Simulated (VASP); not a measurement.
# VO2 (P4_2/mnm) in VASP: a series of runs

VO2 is run at these levels: BLYP, PBE, LDA; tasks: single point.

Everything below comes from runs of VASP 6.6.1. Logs are shortened: lines on timing, memory, paths and dates and some standing lists are left out, and cuts for length are marked.

## (1) The cell of the first run

It takes space group P4_2/mnm (No. 136, tetragonal). The conventional cell has a = 4.446 Å, b = 4.446 Å, c = 3.003 Å, α = 90.00°, β = 90.00°, γ = 90.00°. Within 2.5 Å of V (site symmetry mmm) lie 6 O at 1.88 to 1.96 Å. O (site symmetry m2m) has 3 V at 1.88 to 1.96 Å and 1 O at 2.52 Å within 2.6 Å.

## (2) Single point, BLYP, collinear spin, ferromagnetic start

File INCAR:

```
PREC = Accurate ; ENCUT = 600
EDIFF = 1E-6 ; ISMEAR = -1
SIGMA = 0.05 ; LREAL = False
LASPH = True ; NELM = 200
ALGO = Normal ; ISIF = 2
LWAVE = False ; LCHARG = False
ISPIN = 2 ; MAGMOM = 2 2 0 0 0 0
LORBIT = 11 ; LMAXMIX = 4
GGA = B5 ; ALDAX = 1.0
AGGAX = 1.0 ; AGGAC = 1.0
ALDAC = 0.0 ; NBANDS = 38
GGA_COMPAT = False
```

File KPOINTS:

```
Automatic mesh
0
Gamma
  6 6 9
```

File POSCAR:

```
VO2
1.0
    4.4462864423      0.0000000000      0.0000000000
    0.0000000000      4.4462864423      0.0000000000
    0.0000000000      0.0000000000      3.0033037399
V O
2 4
Direct
    0.5000000000      0.5000000000      0.5000000000
    0.0000000000      0.0000000000      0.0000000000
    0.2003580000      0.7996420000      0.5000000000
    0.7996420000      0.2003580000      0.5000000000
    0.7003580000      0.7003580000      0.0000000000
    0.2996420000      0.2996420000      0.0000000000
```

Potentials or basis: VASP PAW PBE potentials, release 64 (V_sv, O).

The run is started by

```console
$ cat potpaw_PBE.64/V_sv/POTCAR potpaw_PBE.64/O/POTCAR > POTCAR
$ mpirun -np 1 vasp_std > vasp.out
```

OUTCAR:

```text
PREC = Accurate
   ENCUT = 600
   EDIFF = 1E-6
   ISMEAR = -1
   LREAL = False
   LASPH = True
   NELM = 200
   ISIF = 2
   ISPIN = 2
   LORBIT = 11
   GGA = B5

 ion  position               nearest neighbor table
   1  0.500  0.500  0.500-   3 1.88   4 1.88   5 1.96   6 1.96   5 1.96   6 1.96
   2  0.000  0.000  0.000-   5 1.88   6 1.88   3 1.96   4 1.96   3 1.96   4 1.96
   3  0.200  0.800  0.500-   1 1.88   2 1.96   2 1.96
   4  0.800  0.200  0.500-   1 1.88   2 1.96   2 1.96
   5  0.700  0.700  0.000-   2 1.88   1 1.96   1 1.96
   6  0.300  0.300  0.000-   2 1.88   1 1.96   1 1.96

  LATTYP: Found a simple tetragonal cell.
 ALAT       =     4.4462864423
 C/A-ratio  =     0.6754633960

  Lattice vectors:

 A1 = (   4.4462864423,   0.0000000000,   0.0000000000)
 A2 = (   0.0000000000,   4.4462864423,   0.0000000000)
 A3 = (   0.0000000000,   0.0000000000,   3.0033037399)

Analysis of symmetry for initial positions (statically):
=====================================================================
 Subroutine PRICEL returns:
 Original cell was already a primitive cell.

 Routine SETGRP: Setting up the symmetry group for a
 simple tetragonal supercell.

 Subroutine GETGRP returns: Found 16 space group operations
 (whereof  8 operations were pure point group operations)
 out of a pool of 16 trial point group operations.

The static configuration has the point symmetry D_2h.
 The point group associated with its full space group is D_4h.

Analysis of symmetry for dynamics (positions and initial velocities):
=====================================================================
 Subroutine PRICEL returns:
 Original cell was already a primitive cell.

 Routine SETGRP: Setting up the symmetry group for a
 simple tetragonal supercell.

 Subroutine GETGRP returns: Found 16 space group operations
 (whereof  8 operations were pure point group operations)
 out of a pool of 16 trial point group operations.

The dynamic configuration has the point symmetry D_2h.
 The point group associated with its full space group is D_4h.

Analysis of structural, dynamic, and magnetic symmetry:
=====================================================================
 Subroutine PRICEL returns:
 Original cell was already a primitive cell.

 Routine SETGRP: Setting up the symmetry group for a
 simple tetragonal supercell.

 Subroutine GETGRP returns: Found 16 space group operations
 (whereof  8 operations were pure point group operations)
 out of a pool of 16 trial point group operations.

The overall configuration has the point symmetry D_2h.
 The point group associated with its full space group is D_4h.

 Subroutine INISYM returns: Found 16 space group operations
 (whereof  8 operations are pure point group operations),
 and found     1 'primitive' translations

----------------------------------------------------------------------------------------

                                     Primitive cell

  volume of cell :      59.3737

  direct lattice vectors                    reciprocal lattice vectors
     4.446286442  0.000000000  0.000000000     0.224906787  0.000000000  0.000000000
     0.000000000  4.446286442  0.000000000     0.000000000  0.224906787  0.000000000
     0.000000000  0.000000000  3.003303740     0.000000000  0.000000000  0.332966655

  length of vectors
     4.446286442  4.446286442  3.003303740     0.224906787  0.224906787  0.332966655

  position of ions in fractional coordinates (direct lattice)
     0.500000000  0.500000000  0.500000000
     0.000000000  0.000000000  0.000000000
     0.200358000  0.799642000  0.500000000
     0.799642000  0.200358000  0.500000000
     0.700358000  0.700358000  0.000000000
     0.299642000  0.299642000  0.000000000

  ion indices of the primitive-cell ions
   primitive index   ion index
                 1           1
                 2           2
                 3           3
                 4           4
                 5           5
                 6           6

----------------------------------------------------------------------------------------

 KPOINTS: Automatic mesh
[... 30 lines left out ...]
  0.333333  0.166667  0.000000      8.000000
[... 16 lines left out ...]
  0.333333  0.000000  0.222222      8.000000
  0.500000  0.000000  0.222222      4.000000
 [... further k-points ...]
   k-points           NKPTS =     50   k-points in BZ     NKDIM =     50   number of bands    NBANDS=     38
   number of dos      NEDOS =    301   number of ions     NIONS =      6
   total plane-waves  NPLWV =  31104
   dimension x,y,z NGX =    36 NGY =   36 NGZ =   24
   dimension x,y,z NGXF=    72 NGYF=   72 NGZF=   48
   ions per type =               2   4
   NGX,Y,Z   is equivalent  to a cutoff of  13.46, 13.46, 13.29 a.u.
   NGXF,Y,Z  is equivalent  to a cutoff of  26.92, 26.92, 26.57 a.u.
 SYSTEM =  unknown system
   PREC   = accura    normal or accurate (medium, high low for compatibility)
   ISTART =      0    job   : 0-new  1-cont  2-samecut
   ICHARG =      2    charge: 1-file 2-atom 10-const
   ISPIN  =      2    spin polarized calculation?
   LNONCOLLINEAR =      F non collinear calculations
   LSORBIT =      F    spin-orbit coupling
   LASPH  =      T    aspherical Exc in radial PAW
   ENCUT  =  600.0 eV  44.10 Ry    6.64 a.u.   8.88  8.88  6.00*2*pi/ulx,y,z
   NELM   =    200;   NELMIN=  2; NELMDL= -5     # of ELM steps
   EDIFF  = 0.1E-05   stopping-criterion for ELM
   LREAL  =      F    real-space projection
   EDIFFG = 0.1E-04   stopping-criterion for IOM
   NSW    =      0    number of steps for IOM
   IBRION =     -1    ionic relax: 0-MD 1-quasi-New 2-CG
   NFREE  =      0    steps in history (QN), initial steepest desc. (CG)
   ISIF   =      2    stress and relaxation
   ISYM   =      2    0-nonsym 1-usesym 2-fastsym
   POTIM  = 0.5000    time-step for ionic-motion
   TEBEG  =    0.0;   TEEND  =   0.0 temperature during run
   PSTRESS=    0.0 pullay stress
   NELECT =      50.0000    total number of electrons
   NUPDOWN=      -1.0000    fix difference up-down
   EMIN   =  10.00;   EMAX   =-10.00  energy-range for DOS
   EFERMI =   0.00;   METHOD = LEGACY
   ISMEAR =    -1;   SIGMA  =   0.05  broadening in eV -4-tet -1-fermi 0-gaus
   EFERMI_NEDOS =   21; number of points for ismear=-14 and -15
   IALGO  =     38    algorithm
   IMIX   =      4    mixing-type and parameters
     AMIX     =   0.40;   BMIX     =  1.00
     AMIX_MAG =   1.60;   BMIX_MAG =  1.00
  volume/ion in A,a.u.               =       9.90        66.78
  Fermi-wavevector in a.u.,A,eV,Ry     =   1.545967  2.921453 32.518100  2.390013
  Thomas-Fermi vector in A             =   2.651270
   LORBIT       =     11    0 simple, 1 ext, 2 COOP (PROOUT), +10 PAW based schemes
   GGA     = B5    functional components
   LHFCALC =     F    Hartree Fock is set to
   AEXX    =    0.0000 exact exchange contribution
   IVDW    =     0    specifies the selected vdW correction
   LEPSILON=     F    determine dielectric tensor
   LRPA    =     F    only Hartree local field effects (RPA)
 spin polarized calculation
  energy-cutoff  :      600.00
  volume of cell :       59.37
 maximum number of plane-waves:      2012
 NGX is ok and might be reduce to    36
   NGX = 17   NGY = 17   NGZ = 11

 number of electron      50.0000012 magnetization       1.9999568

 Free energy of the ion-electron system (eV)
  ---------------------------------------------------
  ext. energy  EPLUGINS =         0.00000000
  ---------------------------------------------------
  free energy    TOTEN  =       -49.36430620 eV

  energy without entropy =      -49.32143223  energy(sigma->0) =      -49.34286921

 E-fermi :   6.4852     XC(G=0): -11.2835

 val. band max:        6.4783011175   @ k =   0.1667   0.0000   0.1111
 cond. band min:       6.4882382289   @ k =   0.1667   0.0000   0.4444
 fundamental gap:      0.0099371114
 Fermi energy:         6.4852447251

 spin component 1

 k-point     1 :       0.0000    0.0000    0.0000
  band No.  band energies     occupation
      1     -59.2955      1.00000
      2     -59.2848      1.00000
      3     -33.2922      1.00000
      4     -33.2922      1.00000
      5     -33.2312      1.00000
      6     -33.2064      1.00000
[... 949 lines left out ...]
     36      16.9022      0.00000
     37      20.0106      0.00000

 [... further k-points ...]

 spin component 2

 k-point     1 :       0.0000    0.0000    0.0000
  band No.  band energies     occupation
      1     -58.1803      1.00000
      2     -58.1688      1.00000
      3     -32.2861      1.00000
      4     -32.2861      1.00000
      5     -32.1183      1.00000
      6     -32.0911      1.00000
[... 949 lines left out ...]
     36      16.9732      0.00000
     37      20.2496      0.00000

 [... further k-points ...]

 [bands above 37 left out]

------------------------ aborting loop because EDIFF is reached ----------------------------------------

  FORCE on cell =-STRESS in cart. coord.  units (eV):
  Direction    XX          YY          ZZ          XY          YZ          ZX
  --------------------------------------------------------------------------------------
  -------------------------------------------------------------------------------------
  Total        5.0915396      5.0915396     -1.5236850      0.0000000      0.0000000      0.0000000
  in kB      137.3933064    137.3933064    -41.1160742      0.0000000      0.0000000      0.0000000
  external PRESSURE =      77.8901795 kB  Pullay stress =       0.0000000 kB

 VOLUME and BASIS-vectors are now :
 -----------------------------------------------------------------------------
  energy-cutoff  :      600.00
  volume of cell :       59.37
      direct lattice vectors                 reciprocal lattice vectors
     4.446286442  0.000000000  0.000000000     0.224906787  0.000000000  0.000000000
     0.000000000  4.446286442  0.000000000     0.000000000  0.224906787  0.000000000
     0.000000000  0.000000000  3.003303740     0.000000000  0.000000000  0.332966655

 POSITION                                       TOTAL-FORCE (eV/Angst)
 -----------------------------------------------------------------------------------
      2.22314      2.22314      1.50165         0.000000      0.000000      0.000000
      0.00000      0.00000      0.00000         0.000000      0.000000      0.000000
      0.89085      3.55544      1.50165        -0.146207      0.146207      0.000000
      3.55544      0.89085      1.50165         0.146207     -0.146207      0.000000
      3.11399      3.11399      0.00000        -0.146207     -0.146207      0.000000
      1.33229      1.33229      0.00000         0.146207      0.146207      0.000000
 -----------------------------------------------------------------------------------
    total drift:                                0.000000      0.000000      0.000000

  FREE ENERGIE OF THE ION-ELECTRON SYSTEM (eV)
  ---------------------------------------------------
  free  energy   TOTEN  =       -49.3643061994 eV

  energy  without entropy=      -49.3214322270  energy(sigma->0) =      -49.34286921

 total charge

# of ion       s       p       d       tot
------------------------------------------
    1        2.275   6.321   2.887  11.484
    2        2.275   6.321   2.887  11.484
    3        1.563   3.492   0.000   5.056
    4        1.563   3.492   0.000   5.056
    5        1.563   3.492   0.000   5.056
    6        1.563   3.492   0.000   5.056
--------------------------------------------------
tot         10.804  26.612   5.775  43.190

 magnetization (x)

# of ion       s       p       d       tot
------------------------------------------
    1        0.013   0.010   1.029   1.052
    2        0.013   0.010   1.029   1.052
    3       -0.001  -0.049   0.000  -0.051
    4       -0.001  -0.049   0.000  -0.051
    5       -0.001  -0.049   0.000  -0.051
    6       -0.001  -0.049   0.000  -0.051
--------------------------------------------------
tot          0.021  -0.178   2.059   1.902
```

Wall time 3.9 min (1 thread of AMD EPYC 9R45 (Zen 5), shared host); peak memory 0.29 GiB.

Results:

```yaml
Free_energy: -49.3643 eV
Pressure: 7.8 GPa
Largest_force: 0.207 eV/Å
Band_gap_on_the_k_mesh: zero (filled and empty bands overlap)
Net_moment: 2.00 μB per cell
Site_moments: V +1.05; O -0.05 μB
Valence_electrons_inside_the_program's_atomic_spheres: V 11.48; O 5.06
```

Forces in eV/Å, atoms in the order of the input:
```
V    0.000  0.000  0.000
V    0.000  0.000  0.000
O   -0.146  0.146  0.000
O    0.146 -0.146  0.000
O   -0.146 -0.146  0.000
O    0.146  0.146  0.000
```

Stress tensor (GPa, compression positive):
```
13.74  0.00  0.00
 0.00 13.74  0.00
 0.00  0.00 -4.11
```

Levels at points of the mesh, in eV from the Fermi level:
Spin up:
```csv
k point,band 24,band 25,band 26,band 27,band 28,band 29
"(0.00, 0.00, 0.00)",-1.17,-0.82,-0.48,-0.35,-0.35,-0.34
"(0.50, 0.00, 0.00)",-1.95,-0.14,-0.14,0.40,0.40,0.97
"(0.50, 0.50, 0.00)",-2.49,-0.75,-0.75,-0.31,-0.31,1.37
```
Spin down:
```tsv
k point	band 21	band 22	band 23	band 24	band 25	band 26	band 27	band 28
(0.00, 0.00, 0.00)	-2.17	-1.78	-1.78	-1.32	0.48	0.66	0.68	0.77
(0.50, 0.00, 0.00)	-3.37	-3.37	-2.07	-2.07	1.08	1.08	1.46	1.46
(0.50, 0.50, 0.00)	-2.96	-2.96	-2.54	-2.54	0.49	0.49	0.80	0.80
```

Caveat: the stress differs along the axes, from -4 to 14 GPa; the PAW data sets were made with another functional, which shifts forces and pressure a little; semilocal functionals often make such compounds metallic where correlation or magnetic order opens a gap, which also shifts bond lengths. With open d or f shells a metallic result of BLYP can be an artefact of self-interaction; +U or a hybrid may open a gap.

(Part 1 of 3 ends here.)

The gap in the log of VASP goes by the Fermi energy; the results here count the filled bands.